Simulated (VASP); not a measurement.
# Si8HO16 (a cell with a defect) in VASP: notebook

The runs below take Si8HO16 (a cell with a defect) through single point, with PBE.

Program: VASP 6.6.1. These are calculated values, not measurements. Logs are shortened: lines on timing, memory, paths and dates and some standing lists are left out, and cuts for length are marked.

## Step 1: The cell of the first run

The cell holds a defect, 25 atoms: a = 5.908 Å, b = 5.908 Å, c = 5.330 Å, α = 90.00°, β = 90.00°, γ = 90.00°.

## Step 2: Single point, PBE

The input, INCAR:

```
SYSTEM = Si8HO16
PREC = Accurate ; ENCUT = 520
EDIFF = 1E-7 ; ISMEAR = -1
SIGMA = 0.05 ; LREAL = Auto
LASPH = .TRUE. ; NELM = 60
ALGO = Normal ; ISIF = 2
LWAVE = .FALSE. ; LCHARG = .TRUE.
GGA = PE ; LELF = .TRUE.
LVHAR = .TRUE. ; NBANDS = 82
NELECT = 128.0
```

The input, KPOINTS:

```
Automatic mesh
0
G
  2 2 2
  0 0 0
```

The input, POSCAR:

```
Si8HO16
1.0
   -4.1773000000     -4.1773000000      0.0000000000
    4.1773000000     -4.1773000000      0.0000000000
    0.0000000000      0.0000000000      5.3304000000
Si O H
8 16 1
Direct
    0.4986243694      0.4953900412      0.0002592601
   -0.0020658856      0.4999461858      0.2483517451
    0.4881192278      0.4913941931      0.5002597297
   -0.0020439219      0.4999597298      0.7521612994
   -0.0089215468     -0.0005187309      0.0002590077
    0.4894092465     -0.0034336700      0.2412935127
    0.0199187310      0.0050919645      0.5002632876
    0.4893867107     -0.0034290643      0.7592104698
    0.1933466326      0.4914018668      0.0002620963
   -0.0105284243      0.1941825894      0.2530668458
    0.8027192138      0.5037660749      0.0002541163
    0.0045172313      0.8066258568      0.2513958563
    0.1892821798      0.4922841548      0.5002550503
   -0.0105231886      0.1941860110      0.7474430446
    0.7986845732      0.5158566008      0.5002687440
    0.0045310190      0.8066315939      0.7491305756
    0.6882856886     -0.0086013482      0.0002571053
    0.4892360892      0.6907459696      0.2499737610
    0.2966889181      0.0040283979      0.0002546455
    0.5049679510      0.2976614383      0.2528222355
    0.6972034333     -0.0332157145      0.5002639376
    0.4892271143      0.6907470135      0.7505204119
    0.3103815650      0.0029078825      0.5002466707
    0.5049551294      0.2976650477      0.7476973810
    0.7241558434      0.7963003158      0.5002846102
```

Potentials or basis: VASP PAW PBE potentials, release 64 (Si, O, H).

Started as:

```console
$ cat potpaw_PBE.64/Si/POTCAR potpaw_PBE.64/O/POTCAR potpaw_PBE.64/H/POTCAR > POTCAR
$ mpirun -np 1 vasp_std > vasp.out
```

OUTCAR:

```text
SYSTEM = Si8HO16
   PREC = Accurate
   ENCUT = 520
   EDIFF = 1E-7
   ISMEAR = -1
   LREAL = Auto
   LASPH = .TRUE.
   NELM = 60
   ISIF = 2
   GGA = PE
   NELECT = 128.0

 ion  position               nearest neighbor table
   1  0.499  0.495  0.000-  18 1.76  22 1.76  24 1.78  20 1.78  11 1.80   9 1.80   3 2.67   3 2.67

   2  0.998  0.500  0.248-  11 1.75  13 1.76   9 1.76  15 1.79  10 1.81  12 1.81   4 2.64   4 2.69

   3  0.488  0.491  0.500-  24 1.75  20 1.75  13 1.77  22 1.78  18 1.78  15 1.84   1 2.67   1 2.67

   4  0.998  0.500  0.752-  11 1.75  13 1.76   9 1.76  15 1.79  14 1.81  16 1.81   2 2.64   2 2.69

   5  0.991  0.999  0.000-  16 1.76  12 1.76  10 1.77  14 1.77  17 1.79  19 1.81   7 2.67   7 2.67

   6  0.489  0.997  0.241-  19 1.72  23 1.74  17 1.74  20 1.78  18 1.81  21 1.86   8 2.57   8 2.76
                             7 3.10
   7  0.020  0.005  0.500-  23 1.72  14 1.74  10 1.74  16 1.77  12 1.77  21 1.92   5 2.67   5 2.67
                             8 3.10   6 3.10
   8  0.489  0.997  0.759-  19 1.72  23 1.74  17 1.74  24 1.78  22 1.81  21 1.86   6 2.57   6 2.76
                             7 3.10
   9  0.193  0.491  0.000-   4 1.76   2 1.76   1 1.80
  10  0.989  0.194  0.253-   7 1.74   5 1.77   2 1.81
  11  0.803  0.504  0.000-   2 1.75   4 1.75   1 1.80
  12  0.005  0.807  0.251-   5 1.76   7 1.77   2 1.81
  13  0.189  0.492  0.500-   4 1.76   2 1.76   3 1.77
  14  0.989  0.194  0.747-   7 1.74   5 1.77   4 1.81
  15  0.799  0.516  0.500-   4 1.79   2 1.79   3 1.84
  16  0.005  0.807  0.749-   5 1.76   7 1.77   4 1.81
  17  0.688  0.991  0.000-   6 1.74   8 1.74   5 1.79
  18  0.489  0.691  0.250-   1 1.76   3 1.78   6 1.81
  19  0.297  0.004  0.000-   8 1.72   6 1.72   5 1.81
  20  0.505  0.298  0.253-   3 1.75   6 1.78   1 1.78
  21  0.697  0.967  0.500-  25 1.02   8 1.86   6 1.86   7 1.92
  22  0.489  0.691  0.751-   1 1.76   3 1.78   8 1.81
  23  0.310  0.003  0.500-   7 1.72   8 1.74   6 1.74
  24  0.505  0.298  0.748-   3 1.75   8 1.78   1 1.78
  25  0.724  0.796  0.500-  21 1.02

  LATTYP: Found a simple tetragonal cell.
 ALAT       =     5.9075943141
 C/A-ratio  =     0.9022962168

  Lattice vectors:

 A1 = (  -4.1773000000,  -4.1773000000,   0.0000000000)
 A2 = (   4.1773000000,  -4.1773000000,   0.0000000000)
 A3 = (   0.0000000000,   0.0000000000,   5.3304000000)

Analysis of symmetry for initial positions (statically):
=====================================================================
 Subroutine PRICEL returns:
 Original cell was already a primitive cell.

 Routine SETGRP: Setting up the symmetry group for a
 simple tetragonal supercell.

 Subroutine GETGRP returns: Found  1 space group operations
 (whereof  1 operations were pure point group operations)
 out of a pool of 16 trial point group operations.

The static configuration has the point symmetry C_1 .

Analysis of symmetry for dynamics (positions and initial velocities):
=====================================================================
 Subroutine PRICEL returns:
 Original cell was already a primitive cell.

 Routine SETGRP: Setting up the symmetry group for a
 simple tetragonal supercell.

 Subroutine GETGRP returns: Found  1 space group operations
 (whereof  1 operations were pure point group operations)
 out of a pool of 16 trial point group operations.

The dynamic configuration has the point symmetry C_1 .

 Subroutine INISYM returns: Found  1 space group operations
 (whereof  1 operations are pure point group operations),
 and found     1 'primitive' translations

----------------------------------------------------------------------------------------

                                     Primitive cell

  volume of cell :     186.0292

  direct lattice vectors                    reciprocal lattice vectors
    -4.177300000 -4.177300000  0.000000000    -0.119694540 -0.119694540  0.000000000
     4.177300000 -4.177300000  0.000000000     0.119694540 -0.119694540  0.000000000
     0.000000000  0.000000000  5.330400000     0.000000000  0.000000000  0.187603182

  length of vectors
     5.907594314  5.907594314  5.330400000     0.169273641  0.169273641  0.187603182

  position of ions in fractional coordinates (direct lattice)
     0.498624369  0.495390041  0.000259260
     0.997934114  0.499946186  0.248351745
     0.488119228  0.491394193  0.500259730
     0.997956078  0.499959730  0.752161299
     0.991078453  0.999481269  0.000259008
     0.489409247  0.996566330  0.241293513
[... 17 lines left out ...]
     0.504955129  0.297665048  0.747697381
     0.724155843  0.796300316  0.500284610

  ion indices of the primitive-cell ions
   primitive index   ion index
                 1           1
                 2           2
                 3           3
                 4           4
                 5           5
                 6           6
[... 17 lines left out ...]
                24          24
                25          25

----------------------------------------------------------------------------------------

 KPOINTS: Automatic mesh

Automatic generation of k-mesh.
 Grid dimensions read from file:
 generate k-points for:    2    2    2

 Generating k-lattice:

  Cartesian coordinates                     Fractional coordinates (reciprocal lattice)
    -0.059847270 -0.059847270  0.000000000     0.500000000  0.000000000  0.000000000
     0.059847270 -0.059847270  0.000000000     0.000000000  0.500000000  0.000000000
     0.000000000  0.000000000  0.093801591     0.000000000  0.000000000  0.500000000

  Length of vectors
     0.084636821  0.084636821  0.093801591

  Shift w.r.t. Gamma in fractional coordinates (k-lattice)
     0.000000000  0.000000000  0.000000000

 Subroutine IBZKPT returns following result:
 ===========================================

 Found      8 irreducible k-points:

 Following reciprocal coordinates:
            Coordinates               Weight
  0.000000  0.000000  0.000000      1.000000
  0.500000  0.000000  0.000000      1.000000
  0.000000  0.500000  0.000000      1.000000
  0.500000  0.500000  0.000000      1.000000
  0.000000  0.000000  0.500000      1.000000
  0.500000  0.000000  0.500000      1.000000
  0.000000  0.500000  0.500000      1.000000
  0.500000  0.500000  0.500000      1.000000
   k-points           NKPTS =      8   k-points in BZ     NKDIM =      8   number of bands    NBANDS=     82
   number of dos      NEDOS =    301   number of ions     NIONS =     25
   total plane-waves  NPLWV =  92160
   dimension x,y,z NGX =    48 NGY =   48 NGZ =   40
   dimension x,y,z NGXF=    96 NGYF=   96 NGZF=   80
   ions per type =               8  16   1
   NGX,Y,Z   is equivalent  to a cutoff of  13.51, 13.51, 12.48 a.u.
   NGXF,Y,Z  is equivalent  to a cutoff of  27.02, 27.02, 24.95 a.u.
 SYSTEM =  Si8HO16
   PREC   = accura    normal or accurate (medium, high low for compatibility)
   ISTART =      0    job   : 0-new  1-cont  2-samecut
   ICHARG =      2    charge: 1-file 2-atom 10-const
   ISPIN  =      1    spin polarized calculation?
   LNONCOLLINEAR =      F non collinear calculations
   LSORBIT =      F    spin-orbit coupling
   LASPH  =      T    aspherical Exc in radial PAW
   ENCUT  =  520.0 eV  38.22 Ry    6.18 a.u.  10.98 10.98  9.91*2*pi/ulx,y,z
   NELM   =     60;   NELMIN=  2; NELMDL= -5     # of ELM steps
   EDIFF  = 0.1E-06   stopping-criterion for ELM
   LREAL  =      T    real-space projection
   EDIFFG = 0.1E-05   stopping-criterion for IOM
   NSW    =      0    number of steps for IOM
   IBRION =     -1    ionic relax: 0-MD 1-quasi-New 2-CG
   NFREE  =      0    steps in history (QN), initial steepest desc. (CG)
   ISIF   =      2    stress and relaxation
   ISYM   =      2    0-nonsym 1-usesym 2-fastsym
   POTIM  = 0.5000    time-step for ionic-motion
   TEBEG  =    0.0;   TEEND  =   0.0 temperature during run
   PSTRESS=    0.0 pullay stress
   NELECT =     128.0000    total number of electrons
   NUPDOWN=      -1.0000    fix difference up-down
   EMIN   =  10.00;   EMAX   =-10.00  energy-range for DOS
   EFERMI =   0.00;   METHOD = LEGACY
   ISMEAR =    -1;   SIGMA  =   0.05  broadening in eV -4-tet -1-fermi 0-gaus
   EFERMI_NEDOS =   21; number of points for ismear=-14 and -15
   IALGO  =     38    algorithm
   IMIX   =      4    mixing-type and parameters
     AMIX     =   0.40;   BMIX     =  1.00
     AMIX_MAG =   1.60;   BMIX_MAG =  1.00
  volume/ion in A,a.u.               =       7.44        50.22
  Fermi-wavevector in a.u.,A,eV,Ry     =   1.445277  2.731178 28.420200  2.088826
  Thomas-Fermi vector in A             =   2.563477
   LORBIT       =      0    0 simple, 1 ext, 2 COOP (PROOUT), +10 PAW based schemes
   GGA     = PE    functional components
   LHFCALC =     F    Hartree Fock is set to
   AEXX    =    0.0000 exact exchange contribution
   IVDW    =     0    specifies the selected vdW correction
   LEPSILON=     F    determine dielectric tensor
   LRPA    =     F    only Hartree local field effects (RPA)
 non-spin polarized calculation
  energy-cutoff  :      520.00
  volume of cell :      186.03
 maximum number of plane-waves:      5032
 NGX is ok and might be reduce to    48
   NGX = 21   NGY = 21   NGZ = 19

 number of electron     127.9999973 magnetization

 Free energy of the ion-electron system (eV)
  ---------------------------------------------------
  ext. energy  EPLUGINS =         0.00000000
  ---------------------------------------------------
  free energy    TOTEN  =      -197.06020191 eV

  energy without entropy =     -197.06020191  energy(sigma->0) =     -197.06020191

 E-fermi :   9.3612     XC(G=0): -12.2843

 val. band max:        8.2101928990   @ k =   0.0000   0.0000   0.0000
 cond. band min:      13.8961768368   @ k =   0.0000   0.0000   0.0000
 fundamental gap:      5.6859839377
 Fermi energy:         9.3612254266

 k-point     1 :       0.0000    0.0000    0.0000
  band No.  band energies     occupation
      1     -14.5789      2.00000
      2     -12.9732      2.00000
      3     -12.3509      2.00000
      4     -12.2815      2.00000
      5     -11.6095      2.00000
      6     -11.4101      2.00000
[... 68 lines left out ...]
     75      17.6933      0.00000
     76      18.4212      0.00000

 k-point     2 :       0.5000    0.0000    0.0000
  band No.  band energies     occupation
      1     -14.2159      2.00000
      2     -13.5846      2.00000
      3     -12.5290      2.00000
      4     -11.9399      2.00000
      5     -11.7249      2.00000
      6     -11.2442      2.00000
[... 68 lines left out ...]
     75      17.7231      0.00000
     76      17.8687      0.00000

 k-point     3 :       0.0000    0.5000    0.0000
  band No.  band energies     occupation
      1     -14.3020      2.00000
      2     -13.4435      2.00000
      3     -12.4949      2.00000
      4     -11.8580      2.00000
      5     -11.6880      2.00000
      6     -11.5587      2.00000
[... 384 lines left out ...]
     75      18.8575      0.00000
     76      18.9964      0.00000

 k-point     8 :       0.5000    0.5000    0.5000
  band No.  band energies     occupation
      1     -13.8239      2.00000
      2     -12.5645      2.00000
      3     -12.5513      2.00000
      4     -12.2175      2.00000
      5     -12.2113      2.00000
      6     -12.1602      2.00000
[... 68 lines left out ...]
     75      18.7880      0.00000
     76      18.8156      0.00000
 [bands above 76 left out]

------------------------ aborting loop because EDIFF is reached ----------------------------------------

  FORCE on cell =-STRESS in cart. coord.  units (eV):
  Direction    XX          YY          ZZ          XY          YZ          ZX
  --------------------------------------------------------------------------------------
  -------------------------------------------------------------------------------------
  Total       -3.1434780      5.9005742      6.1806780      5.6249065      0.0006718      0.0012826
  in kB      -27.0732181     50.8187208     53.2311165     48.4445317      0.0057855      0.0110465
  external PRESSURE =      25.6588731 kB  Pullay stress =       0.0000000 kB

 VOLUME and BASIS-vectors are now :
 -----------------------------------------------------------------------------
  energy-cutoff  :      520.00
  volume of cell :      186.03
      direct lattice vectors                 reciprocal lattice vectors
    -4.177300000 -4.177300000  0.000000000    -0.119694540 -0.119694540  0.000000000
     4.177300000 -4.177300000  0.000000000     0.119694540 -0.119694540  0.000000000
     0.000000000  0.000000000  5.330400000     0.000000000  0.000000000  0.187603182

 POSITION                                       TOTAL-FORCE (eV/Angst)
 -----------------------------------------------------------------------------------
     -0.01351     -4.15230      0.00138         0.000732     -0.004443     -0.000654
     -2.08024     -6.25710      1.32381         0.001654      0.006810      0.015067
      0.01368     -4.09172      2.66658         0.002805     -0.005595     -0.000925
     -2.08028     -6.25724      4.00932         0.001856      0.009255     -0.014443
      0.03510     -8.31517      0.00138         0.007388      0.004192     -0.000300
      2.11855     -6.20737      1.28619        -0.013655     -0.011989      0.044116
[... 17 lines left out ...]
     -0.86591     -3.35279      3.98553        -0.010703      0.004383      0.003605
      0.30137     -6.35140      2.66672        -0.059493      0.046604     -0.000441
 -----------------------------------------------------------------------------------
    total drift:                               -0.013366     -0.024980      0.003011

  FREE ENERGIE OF THE ION-ELECTRON SYSTEM (eV)
  ---------------------------------------------------
  free  energy   TOTEN  =      -197.0602019130 eV

  energy  without entropy=     -197.0602019130  energy(sigma->0) =     -197.06020191
```

Wall time 1.7 min (1 thread of Intel Xeon 6975P-C (Granite Rapids), shared host); peak memory 0.32 GiB.

Results:

| Item | Value |
| --- | --- |
| Free energy | -197.0602 eV |
| Largest force | 0.076 eV/Å |

Forces in eV/Å, atoms in the order of the input:
```
Si   0.001 -0.004 -0.001
Si   0.002  0.007  0.015
Si   0.003 -0.006 -0.001
Si   0.002  0.009 -0.014
Si   0.007  0.004  0.000
Si  -0.014 -0.012  0.044
Si   0.013  0.017 -0.002
Si  -0.015 -0.014 -0.043
O   -0.010 -0.012  0.001
O    0.016 -0.016  0.001
O    0.013  0.022 -0.001
O   -0.014  0.014 -0.001
O   -0.017 -0.012  0.000
O    0.016 -0.015  0.002
O    0.023 -0.005 -0.001
O   -0.014  0.014 -0.001
O   -0.024 -0.019 -0.001
O    0.011 -0.015  0.012
O    0.030  0.030  0.000
O   -0.010  0.005 -0.003
O    0.041 -0.023  0.001
O    0.011 -0.016 -0.011
O    0.000 -0.004  0.002
O   -0.011  0.004  0.004
H   -0.059  0.047  0.000
```

Caveat: the k points lie up to 0.59 Å⁻¹ apart; the cell carries a net charge on a neutralising background, which shifts energy and pressure; the cell is charged against a uniform background, so pressure and absolute levels hang on convention.

[end of part 1 of 2]
